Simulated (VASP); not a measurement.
# CoSi2 (Cm) in VASP: single point with PBEsol

Aim: the single point of CoSi2 with PBEsol.

Everything below comes from runs of VASP 6.6.1. Logs are shortened: lines on timing, memory, paths and dates and some standing lists are left out, and cuts for length are marked.

### 1 The cell of the first run

The structure is monoclinic, space group Cm (No. 8). Conventional cell: a = 5.313 Å, b = 5.313 Å, c = 3.757 Å, α = 90.00°, β = 135.00°, γ = 90.00°. Co (site symmetry m) has 8 Si at 2.09 to 2.52 Å within 2.8 Å. Within 2.8 Å of Si (site symmetry 1) lie 4 Co at 2.09 to 2.52 Å and 5 Si at 2.35 to 2.67 Å.

### 2 Single point, PBEsol (atoms displaced along several vibrational modes)

File INCAR:

```
PREC = Accurate
ENCUT = 520
EDIFF = 1E-6
ISMEAR = 0
SIGMA = 0.15
LREAL = False
LASPH = True
NELM = 80
ALGO = Normal
ISIF = 2
LWAVE = False
LCHARG = True
GGA = PS
LELF = True
LVHAR = True
NBANDS = 16
```

File KPOINTS:

```
regular mesh
0
Gamma
  14 14 14
```

File POSCAR:

```
CoSi2
1.0
    0.0000000000      2.6563531747      2.6563531747
    2.6563531747      0.0000000000      2.6563531747
    2.6563531747      2.6563531747      0.0000000000
Co Si
1 2
Direct
    0.0200930866     -0.0200930866     -0.0200930866
    0.1997431286      0.3002568714      0.2419061967
    0.7580938033      0.7419061967      0.8002568714
```

Potentials or basis: VASP PAW PBE potentials, release 64 (Co, Si).

The run is started by

```console
$ cat potpaw_PBE.64/Co/POTCAR potpaw_PBE.64/Si/POTCAR > POTCAR
$ mpirun -np 1 vasp_std > vasp.out
```

OUTCAR:

```text
PREC = Accurate
   ENCUT = 520
   EDIFF = 1E-6
   ISMEAR = 0
   LREAL = False
   LASPH = True
   NELM = 80
   ISIF = 2
   GGA = PS

 ion  position               nearest neighbor table
   1  0.020  0.980  0.980-   3 2.09   2 2.09   2 2.28   3 2.28   2 2.35   3 2.35   3 2.52   2 2.52

   2  0.200  0.300  0.242-   1 2.09   1 2.28   3 2.35   1 2.35   1 2.52   3 2.67   3 2.67   3 2.67
                             3 2.67   3 2.97
   3  0.758  0.742  0.800-   1 2.09   1 2.28   2 2.35   1 2.35   1 2.52   2 2.67   2 2.67   2 2.67
                             2 2.67   2 2.97

  LATTYP: Found a face centered cubic cell.
 ALAT       =     5.3127063494

  Lattice vectors:

 A1 = (   0.0000000000,   2.6563531747,   2.6563531747)
 A2 = (   2.6563531747,   0.0000000000,   2.6563531747)
 A3 = (   2.6563531747,   2.6563531747,   0.0000000000)

Analysis of symmetry for initial positions (statically):
=====================================================================
 Subroutine PRICEL returns:
 Original cell was already a primitive cell.

 Routine SETGRP: Setting up the symmetry group for a
 face centered cubic supercell.

 Subroutine GETGRP returns: Found  2 space group operations
 (whereof  2 operations were pure point group operations)
 out of a pool of 48 trial point group operations.

The static configuration has the point symmetry C_1h.

Analysis of symmetry for dynamics (positions and initial velocities):
=====================================================================
 Subroutine PRICEL returns:
 Original cell was already a primitive cell.

 Routine SETGRP: Setting up the symmetry group for a
 face centered cubic supercell.

 Subroutine GETGRP returns: Found  2 space group operations
 (whereof  2 operations were pure point group operations)
 out of a pool of 48 trial point group operations.

The dynamic configuration has the point symmetry C_1h.

 Subroutine INISYM returns: Found  2 space group operations
 (whereof  2 operations are pure point group operations),
 and found     1 'primitive' translations

----------------------------------------------------------------------------------------

                                     Primitive cell

  volume of cell :      37.4876

  direct lattice vectors                    reciprocal lattice vectors
     0.000000000  2.656353175  2.656353175    -0.188227983  0.188227983  0.188227983
     2.656353175  0.000000000  2.656353175     0.188227983 -0.188227983  0.188227983
     2.656353175  2.656353175  0.000000000     0.188227983  0.188227983 -0.188227983

  length of vectors
     3.756650686  3.756650686  3.756650686     0.326020430  0.326020430  0.326020430

  position of ions in fractional coordinates (direct lattice)
     0.020093087  0.979906913  0.979906913
     0.199743129  0.300256871  0.241906197
     0.758093803  0.741906197  0.800256871

  ion indices of the primitive-cell ions
   primitive index   ion index
                 1           1
                 2           2
                 3           3

----------------------------------------------------------------------------------------

 KPOINTS: regular mesh

Automatic generation of k-mesh.
 Grid dimensions read from file:
 generate k-points for:   14   14   14

 Generating k-lattice:

  Cartesian coordinates                     Fractional coordinates (reciprocal lattice)
    -0.013444856  0.013444856  0.013444856     0.071428571  0.000000000  0.000000000
     0.013444856 -0.013444856  0.013444856     0.000000000  0.071428571  0.000000000
     0.013444856  0.013444856 -0.013444856     0.000000000  0.000000000  0.071428571

  Length of vectors
     0.023287174  0.023287174  0.023287174

  Shift w.r.t. Gamma in fractional coordinates (k-lattice)
     0.000000000  0.000000000  0.000000000

 Subroutine IBZKPT returns following result:
 ===========================================

 Found    744 irreducible k-points:

 Following reciprocal coordinates:
            Coordinates               Weight
  0.000000  0.000000  0.000000      1.000000
  0.071429  0.000000  0.000000      4.000000
  0.000000  0.071429  0.000000      4.000000
  0.142857  0.000000  0.000000      4.000000
  0.000000  0.142857  0.000000      4.000000
  0.214286  0.000000  0.000000      4.000000
[... 16 lines left out ...]
  0.071429  0.142857  0.000000      4.000000
  0.071429 -0.071429 -0.071429      4.000000
 [... further k-points ...]
   k-points           NKPTS =    744   k-points in BZ     NKDIM =    744   number of bands    NBANDS=     16
   number of dos      NEDOS =    301   number of ions     NIONS =      3
   total plane-waves  NPLWV =  21952
   dimension x,y,z NGX =    28 NGY =   28 NGZ =   28
   dimension x,y,z NGXF=    56 NGYF=   56 NGZF=   56
   ions per type =               1   2
   NGX,Y,Z   is equivalent  to a cutoff of  12.39, 12.39, 12.39 a.u.
   NGXF,Y,Z  is equivalent  to a cutoff of  24.78, 24.78, 24.78 a.u.
 SYSTEM =  unknown system
   PREC   = accura    normal or accurate (medium, high low for compatibility)
   ISTART =      0    job   : 0-new  1-cont  2-samecut
   ICHARG =      2    charge: 1-file 2-atom 10-const
   ISPIN  =      1    spin polarized calculation?
   LNONCOLLINEAR =      F non collinear calculations
   LSORBIT =      F    spin-orbit coupling
   LASPH  =      T    aspherical Exc in radial PAW
   ENCUT  =  520.0 eV  38.22 Ry    6.18 a.u.   6.98  6.98  6.98*2*pi/ulx,y,z
   NELM   =     80;   NELMIN=  2; NELMDL= -5     # of ELM steps
   EDIFF  = 0.1E-05   stopping-criterion for ELM
   LREAL  =      F    real-space projection
   EDIFFG = 0.1E-04   stopping-criterion for IOM
   NSW    =      0    number of steps for IOM
   IBRION =     -1    ionic relax: 0-MD 1-quasi-New 2-CG
   NFREE  =      0    steps in history (QN), initial steepest desc. (CG)
   ISIF   =      2    stress and relaxation
   ISYM   =      2    0-nonsym 1-usesym 2-fastsym
   POTIM  = 0.5000    time-step for ionic-motion
   TEBEG  =    0.0;   TEEND  =   0.0 temperature during run
   PSTRESS=    0.0 pullay stress
   NELECT =      17.0000    total number of electrons
   NUPDOWN=      -1.0000    fix difference up-down
   EMIN   =  10.00;   EMAX   =-10.00  energy-range for DOS
   EFERMI =   0.00;   METHOD = LEGACY
   ISMEAR =     0;   SIGMA  =   0.15  broadening in eV -4-tet -1-fermi 0-gaus
   EFERMI_NEDOS =   21; number of points for ismear=-14 and -15
   IALGO  =     38    algorithm
   IMIX   =      4    mixing-type and parameters
     AMIX     =   0.40;   BMIX     =  1.00
     AMIX_MAG =   1.60;   BMIX_MAG =  1.00
  volume/ion in A,a.u.               =      12.50        84.33
  Fermi-wavevector in a.u.,A,eV,Ry     =   1.257753  2.376808 21.523632  1.581942
  Thomas-Fermi vector in A             =   2.391396
   LORBIT       =      0    0 simple, 1 ext, 2 COOP (PROOUT), +10 PAW based schemes
   GGA     = PS    functional components
   LHFCALC =     F    Hartree Fock is set to
   AEXX    =    0.0000 exact exchange contribution
   IVDW    =     0    specifies the selected vdW correction
   LEPSILON=     F    determine dielectric tensor
   LRPA    =     F    only Hartree local field effects (RPA)
 non-spin polarized calculation
 Gauss-broadening in eV      SIGMA  =   0.15
  energy-cutoff  :      520.00
  volume of cell :       37.49
 maximum number of plane-waves:      1026
   NGX = 13   NGY = 13   NGZ = 13

 number of electron      17.0000003 magnetization

 Free energy of the ion-electron system (eV)
  ---------------------------------------------------
  ext. energy  EPLUGINS =         0.00000000
  ---------------------------------------------------
  free energy    TOTEN  =       -20.34476659 eV

  energy without entropy =      -20.33331626  energy(sigma->0) =      -20.33904142

 E-fermi :  10.3923     XC(G=0): -11.9449

 val. band max:       10.3867048742   @ k =  -0.2857   0.4286  -0.2857
 cond. band min:      10.3931469156   @ k =   0.3571   0.5000   0.2143
 fundamental gap:      0.0064420415
 Fermi energy:        10.3922682428

 k-point     1 :       0.0000    0.0000    0.0000
  band No.  band energies     occupation
      1      -3.0546      2.00000
      2       5.8976      2.00000
      3       5.9495      2.00000
      4       6.3425      2.00000
      5       8.2052      2.00000
      6       8.3705      2.00000
[... 8 lines left out ...]
     15      16.4419      0.00000
     16      17.0571      0.00000

 k-point     2 :       0.0714    0.0000    0.0000
  band No.  band energies     occupation
      1      -2.9781      2.00000
      2       5.8045      2.00000
      3       5.9804      2.00000
      4       6.2488      2.00000
      5       8.1871      2.00000
      6       8.3552      2.00000
[... 8 lines left out ...]
     15      16.3491      0.00000
     16      16.8124      0.00000

 k-point     3 :       0.0000    0.0714    0.0000
  band No.  band energies     occupation
      1      -2.9749      2.00000
      2       5.7580      2.00000
      3       5.9639      2.00000
      4       6.3682      2.00000
      5       8.1706      2.00000
      6       8.3354      2.00000
[... 8 lines left out ...]
     15      16.2707      0.00000
     16      16.8784      0.00000

 k-point     4 :       0.1429    0.0000    0.0000
  band No.  band energies     occupation
      1      -2.7497      2.00000
      2       5.3905      2.00000
      3       6.0509      2.00000
      4       6.1611      2.00000
      5       8.1433      2.00000
      6       8.3276      2.00000
[... 8 lines left out ...]
     15      16.4268      0.00000
     16      16.8568      0.00000
[... 324 lines left out ...]
 k-point    22 :       0.1429    0.0714    0.1429
  band No.  band energies     occupation
      1      -2.7670      2.00000
      2       5.3888      2.00000
      3       6.0395      2.00000
      4       6.3639      2.00000
      5       8.1232      2.00000
      6       8.2473      2.00000
[... 8 lines left out ...]
     15      16.6499      0.00000
     16      17.2963      0.00000

 k-point    23 :       0.0714    0.1429    0.0000
  band No.  band energies     occupation
      1      -2.7638      2.00000
      2       5.4824      2.00000
      3       6.0009      2.00000
      4       6.3605      2.00000
      5       7.9769      2.00000
      6       8.3610      2.00000
[... 8 lines left out ...]
     15      16.5125      0.00000
     16      16.8674      0.00000

 k-point    24 :       0.0714   -0.0714   -0.0714
  band No.  band energies     occupation
      1      -2.7739      2.00000
      2       5.5586      2.00000
      3       5.9484      2.00000
      4       6.1724      2.00000
      5       8.0541      2.00000
      6       8.3865      2.00000
[... 8 lines left out ...]
     15      16.6280      0.00000
     16      16.8129      0.00000

 [... further k-points ...]

------------------------ aborting loop because EDIFF is reached ----------------------------------------

  FORCE on cell =-STRESS in cart. coord.  units (eV):
  Direction    XX          YY          ZZ          XY          YZ          ZX
  --------------------------------------------------------------------------------------
  -------------------------------------------------------------------------------------
  Total        1.1080442      3.1531624      1.8416780      0.0000000      0.0000000      3.1000545
  in kB       47.3565703    134.7626289     78.7112544      0.0000000      0.0000000    132.4928588
  external PRESSURE =      86.9434845 kB  Pullay stress =       0.0000000 kB

 VOLUME and BASIS-vectors are now :
 -----------------------------------------------------------------------------
  energy-cutoff  :      520.00
  volume of cell :       37.49
      direct lattice vectors                 reciprocal lattice vectors
     0.000000000  2.656353175  2.656353175    -0.188227983  0.188227983  0.188227983
     2.656353175  0.000000000  2.656353175     0.188227983 -0.188227983  0.188227983
     2.656353175  2.656353175  0.000000000     0.188227983  0.188227983 -0.188227983

 POSITION                                       TOTAL-FORCE (eV/Angst)
 -----------------------------------------------------------------------------------
      5.20596      2.65635      2.65635         2.974158      0.000000      1.604399
      1.44018      1.17318      1.32818        -1.487079      2.412547     -0.802199
      4.09653      4.13953      3.98453        -1.487079     -2.412547     -0.802199
 -----------------------------------------------------------------------------------
    total drift:                                0.000321      0.000000      0.000078

  FREE ENERGIE OF THE ION-ELECTRON SYSTEM (eV)
  ---------------------------------------------------
  free  energy   TOTEN  =       -20.3447665854 eV

  energy  without entropy=      -20.3333162613  energy(sigma->0) =      -20.33904142
```

Wall time 6.5 min (1 thread of AMD EPYC 7R13 (Zen 3), shared host); peak memory 0.49 GiB.

Results:

```
Free energy            : -20.3448 eV
Pressure               : 8.7 GPa
Largest force          : 3.379 eV/Å
Band gap on the k mesh : zero (an odd number of electrons rules out a gap without spin polarisation)
```

Forces on the atoms (eV/Å):
```
Co   2.974  0.000  1.604
Si  -1.487  2.413 -0.802
Si  -1.487 -2.413 -0.802
```

Caveat: the cell differs from its parent crystal (atoms displaced along several vibrational modes); the stress differs along the axes, from 5 to 13 GPa; the PAW data sets were made with another functional, which shifts forces and pressure a little; the run has no spin polarisation, though such a crystal can be magnetic. Spin polarisation is off, so any magnetic state and its effect on volume and gap are missing.
